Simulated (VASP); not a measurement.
Runs of VASP 6.6.1 on Cu. The structure is that of space group Fd-3m (No. 227), or close to it. The cells are those of the table. 

| cell | gap on the mesh (eV) | pressure (GPa) |
| --- | --- | --- |
| a = 3.699 Å, angles 60.0°, 2 atoms | none | 0.0 |
| a = 3.563 Å, angles 60.0°, 2 atoms | none | 10.1 |
| a = 3.622 Å, angles 60.0°, 2 atoms | none | (a) |
| a = 3.476 Å, angles 60.0°, 2 atoms | none | 20.2 |

Alike in all rows: task single point; level PBEsol; potentials or basis VASP PAW PBE potentials, release 64 (Cu); no spin polarisation; k mesh 16 × 16 × 16; cutoff (eV) 520; smearing gaussian 0.1 eV.

Task: Fill in the values left out.

Result: (a) 5.1.

Caveats: the PAW data sets were made with another functional, which shifts forces and pressure a little.

A gap of «none» marks levels without a gap at the run's occupations.
